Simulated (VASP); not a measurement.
Write the native input for VASP 6.6.1 that does the following.

| Quantity | Value |
| --- | --- |
| Task | single point |
| Functional | PBE |
| Potentials or basis | VASP PAW PBE potentials, release 64 (Li_sv, F) |
| Cutoff | 520 eV |
| k mesh | 10 × 10 × 10 |
| Occupations | gaussian, width 0.05 eV |
| Spin | no spin polarisation |
| Dipole correction | no |
| Further INCAR settings | ALGO = Normal; EDIFF = 1e-06; NBANDS = 12 |

The structure of LiF lies in POSCAR:

```
LiF
1.0
    0.0000000000      2.0140000000      2.0140000000
    2.0140000000      0.0000000000      2.0140000000
    2.0140000000      2.0140000000      0.0000000000
Li F
1 1
Direct
   -0.0155163853     -0.0155163853      0.0155163853
    0.5000000000      0.5000000000      0.5000000000
```

This cell differs from its parent crystal: all Li atoms moved +0.062 Å, as atom 1 towards its neighbour atom 2 (F) at 2.014 Å.

One way to write it, as run:

INCAR

```
PREC = Accurate ; ENCUT = 520
EDIFF = 1E-6 ; ISMEAR = 0
SIGMA = 0.05 ; LREAL = F
LASPH = T ; NELM = 100
ALGO = Normal ; ISIF = 2
LWAVE = F ; LCHARG = F
GGA = PE ; NBANDS = 12
```

KPOINTS

```
Automatic mesh
0
Gamma
  10 10 10
```

Potentials or basis: VASP PAW PBE potentials, release 64 (Li_sv, F).

Command:

```console
$ cat potpaw_PBE.64/Li_sv/POTCAR potpaw_PBE.64/F/POTCAR > POTCAR
$ mpirun -np 1 vasp_std > vasp.out
```

Results of the run:

```
Largest force          : 0.109 eV/Å
Band gap on the k mesh : 9.08 eV, direct
```

Caveat: the cell differs from its parent crystal (all Li atoms moved +0.062 Å, as atom 1 towards its neighbour atom 2 (F) at 2.014 Å).

It took 6.6 s on 1 thread of Intel(R) Xeon(R) 6975P-C (Granite Rapids) (shared host), peak memory 0.14 GiB.
